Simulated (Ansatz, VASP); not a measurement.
## Ge: VASP beside Ansatz

Contents of INCAR:

```
ALGO = Normal ; EDIFF = 1E-6
EDIFFG = -0.01 ; ENCUT = 600
GGA = PS ; IBRION = 2
ISIF = 3 ; ISMEAR = -1
LASPH = T ; LCHARG = F
LREAL = F ; LWAVE = F
NELM = 80 ; NSW = 60
PREC = Accurate ; SIGMA = 0.05
```

The input KPOINTS:

```
k-points
0
Gamma
  8 8 2
```

File POSCAR:

```
Ge
1.0
    4.0031158814      0.0000000000      0.0000000000
   -2.0015579407      3.4668000476      0.0000000000
    0.0000000000      0.0000000000     13.1567068600
Ge
8
Direct
    0.3333333333      0.6666666667      0.1559415700
    0.6666666667      0.3333333333      0.8440584300
    0.6666666667      0.3333333333      0.6559415700
    0.3333333333      0.6666666667      0.3440584300
    0.0000000000      0.0000000000      0.0931488400
    0.0000000000      0.0000000000      0.9068511600
    0.0000000000      0.0000000000      0.5931488400
    0.0000000000      0.0000000000      0.4068511600
```

The input input.yaml:

```yaml
crystal:
  lattice:
    - [4.0031158814, 0.0, 0.0]
    - [-2.0015579407, 3.4668000476, 0.0]
    - [0.0, 0.0, 13.15670686]
  atoms:
    - { symbol: Ge, position: [0.3333333333, 0.6666666667, 0.15594157] }
    - { symbol: Ge, position: [0.6666666667, 0.3333333333, 0.84405843] }
    - { symbol: Ge, position: [0.6666666667, 0.3333333333, 0.65594157] }
    - { symbol: Ge, position: [0.3333333333, 0.6666666667, 0.34405843] }
    - { symbol: Ge, position: [0.0, 0.0, 0.09314884] }
    - { symbol: Ge, position: [0.0, 0.0, 0.90685116] }
    - { symbol: Ge, position: [0.0, 0.0, 0.59314884] }
    - { symbol: Ge, position: [0.0, 0.0, 0.40685116] }
hamiltonian:
  xc: pbesol
  pseudopotentials: { kind: paw }
kpoints:
  mp_grid: { grid: [8, 8, 2] }
scf:
  occupations: { method: fermi_dirac, width: 0.05 }
output:
  forces: true
  stress: true
  eigenvalues: true
relax:
  f_tol: 0.01
  max_steps: 40
  cell: { stress_tol: 0.05 }
```

Alike in both runs: task relaxation of cell and atoms; functional PBEsol; k mesh 8 × 8 × 2; occupations fermi-dirac, width 0.05 eV; no spin polarisation.

|  | VASP | Ansatz |
| --- | --- | --- |
| version | VASP 6.6.1 | Ansatz 0.2.0 |
| potentials or method | VASP PAW PBE potentials, release 64 (Ge_d) | Ansatz PAW |
| plane-wave cutoff (eV) | 600 | 420 |
| valence electrons in the cell | 112 | 112 |

Ansatz gave:

| Property | Result |
| --- | --- |
| gap on the k mesh at the Fermi level, each at its own relaxed structure (eV) | 0.06 |
| relaxed volume (Å³/atom) | 22.83 |
| relaxed length of the cell vector where the two differ most in proportion (Å) | 4.007 |

**Question.** What did VASP give for the same quantities?

**Answer.** gap on the k mesh at the Fermi level, each at its own relaxed structure (eV): 0.05; relaxed volume (Å³/atom): 22.79; relaxed length of the cell vector where the two differ most in proportion (Å): 4.004.

VASP's potentials were made for PBE, not for PBEsol.

Noted on Ansatz's run: the plane-wave basis is chosen anew once the cell has moved, so the energies of steps on either side of that aren't comparable.
